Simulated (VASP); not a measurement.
A run of VASP 6.6.1 is set up as follows.

INCAR

```
SYSTEM = SiC3
ALGO = Normal
EDIFF = 1E-6
ENCUT = 520
GGA = PE
ISIF = 2
ISMEAR = 0
LASPH = .TRUE.
LCHARG = .FALSE.
LREAL = .FALSE.
LWAVE = .FALSE.
NBANDS = 16
NELM = 80
PREC = Accurate
SIGMA = 0.1
```

Contents of KPOINTS:

```
k-points
0
G
  6 6 4
  0 0 0
```

File POSCAR:

```
SiC3
1.0
    3.3598528600      0.0000000000      0.0000000000
    0.0000000000      3.3598528600      0.0000000000
    0.0000000000      0.0000000000      4.7515494800
Si C
1 3
Direct
    0.0000000000      0.0000000000      0.5000000000
    0.5000000000      0.5000000000      0.0000000000
    0.5000000000      0.0000000000      0.7500000000
    0.0000000000      0.5000000000      0.2500000000
```

Potentials or basis: VASP PAW PBE potentials, release 64 (Si, C).

The run is started by

```sh
$ cat potpaw_PBE.64/Si/POTCAR potpaw_PBE.64/C/POTCAR > POTCAR
$ mpirun -np 1 vasp_std > vasp.out
```

Question: Predict the pressure.

Answer: -45.2 GPa.

Question: What does it give for the largest force?

Answer: 0.893 eV/Å.

Stress tensor (GPa, compression positive):
```
-43.70   0.00   0.00
  0.00 -43.70   0.00
  0.00   0.00 -48.11
```
